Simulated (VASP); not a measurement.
## GaN: single point with PBE

The system is GaN.

```xyz
2
Lattice="0.0000 2.2535 2.2535 2.2535 0.0000 2.2535 2.2535 2.2535 0.0000" Properties=species:S:1:pos:R:3 pbc="T T T"
Ga    0.0000    0.0000    0.0000
N     1.1268    1.1268    1.1268
```

```
Program             : VASP 6.6.1
Task                : single point
Functional          : PBE
Potentials or basis : VASP PAW PBE potentials, release 64 (Ga_d, N)
Cutoff              : 520 eV
k mesh              : 10 × 10 × 10
Occupations         : gaussian, width 0.022 eV
Spin                : no spin polarisation
```

| Quantity | Value |
| --- | --- |
| Pressure | 5.1 GPa |
| Band gap on the k mesh | 1.72 eV, direct |

Levels at points of the mesh, in eV from the valence-band top:
```tsv
k point	band 7	band 8	band 9	band 10	band 11	band 12
(0.00, 0.00, 0.00)	0.00	0.00	0.00	1.72	10.30	10.30
(0.50, 0.00, 0.00)	-7.04	-0.97	-0.97	4.64	8.73	10.37
(0.50, 0.50, 0.00)	-6.12	-2.70	-2.70	3.35	6.66	11.71
```

Run time: 17 s on 1 thread of AMD EPYC 7R43 64-Core Processor (Zen 3), on a shared host, peak memory 0.11 GiB.
